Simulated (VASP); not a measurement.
Write the native input for VASP 6.6.1 that does the following.

```
Task                   : single point
Functional             : RPBE
Potentials or basis    : VASP PAW PBE potentials, release 64 (Ni)
Cutoff                 : 520 eV
k mesh                 : 13 × 13 × 13
Occupations            : fermi-dirac, width 0.05 eV
Spin                   : collinear spin, ferromagnetic start
Starting moments       : [1.0] μB
Dipole correction      : no
Further INCAR settings : ALGO = Fast; EDIFF = 1e-07; NBANDS = 15
```

The structure of Ni lies in POSCAR:

```
Ni
1.0
   -1.3837154700      1.3837154700      1.3837154700
    1.3837154700     -1.3837154700      1.3837154700
    1.3837154700      1.3837154700     -1.3837154700
Ni
1
Direct
    0.0000000000      0.0000000000      0.0000000000
```

The input as run:

INCAR

```
PREC = Accurate
ENCUT = 520
EDIFF = 1E-7
ISMEAR = -1
SIGMA = 0.05
LREAL = F
LASPH = T
NELM = 150
ALGO = Fast
ISIF = 2
LWAVE = F
LCHARG = F
ISPIN = 2
MAGMOM = 1
LORBIT = 11
LMAXMIX = 4
GGA = RP
NBANDS = 15
```

KPOINTS

```
Automatic mesh
0
Gamma
  13 13 13
```

Potentials or basis: VASP PAW PBE potentials, release 64 (Ni).

Command:

```console
$ cat potpaw_PBE.64/Ni/POTCAR > POTCAR
$ mpirun -np 1 vasp_std > vasp.out
```

It gave:

* Pressure: 13.6 GPa
* Net moment: 0.58 μB per cell
* Site moments: Ni +0.59 μB
* Valence electrons inside the program's atomic spheres: Ni 9.36

Caveat: the PAW data sets were made with another functional, which shifts forces and pressure a little.

Wall time 18 s on 1 thread of AMD EPYC 9R45 96-Core Processor (Zen 5) (shared host), peak memory 0.1 GiB.
